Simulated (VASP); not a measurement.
The system is P.

```
CELL_PARAMETERS angstrom
4.17093 0.00000 0.00000
-2.08547 3.61214 0.00000
0.00000 0.00000 2.30758
ATOMIC_POSITIONS crystal
P 0.33333 0.66667 0.00000
P 0.66667 0.33333 0.00000
```

The cell was built from a structure type or drawn by symmetry, and may not be a known phase.

```yaml
Program: VASP 6.6.1
Task: relaxation of cell and atoms
Functional: PBE
Potentials_or_basis: VASP PAW PBE potentials, release 64 (P)
Cutoff: 600 eV
k_mesh: 18 × 18 × 24
Occupations: gaussian, width 0.1 eV
Spin: no spin polarisation
```

At the start: pressure -1.1 GPa; volume 17.38 Å³/atom.

Where does the relaxation end?

Over 7 steps the energy falls by 8.1 meV/atom and the volume is 17.07 Å³/atom (-1.8 %); space group P6/mmm (No. 191, to 0.1 Å) before and after.

Step by step:
| step | energy change (eV) | largest force (eV/Å) | pressure (GPa) | volume (Å³) |
| --- | --- | --- | --- | --- |
| 1 | 0.0000 | 0.0000 | -1.06 | 34.77 |
| 2 | -0.0148 | 0.0000 | -0.06 | 34.18 |
| 3 | -0.0158 | 0.0000 | 0.46 | 33.93 |
| 4 | -0.0159 | 0.0000 | 0.35 | 33.98 |
| 5 | -0.0159 | 0.0000 | 0.38 | 33.97 |
| 6 | -0.0161 | 0.0000 | -0.02 | 34.16 |
| 7 | -0.0161 | 0.0000 | 0.02 | 34.14 |

Final structure:
```xyz
2
Lattice="4.0921 0.0000 0.0000 -2.0460 3.5438 0.0000 0.0000 0.0000 2.3540" Properties=species:S:1:pos:R:3 pbc="T T T"
P     0.0000    2.3626    0.0000
P     2.0460    1.1813    0.0000
```
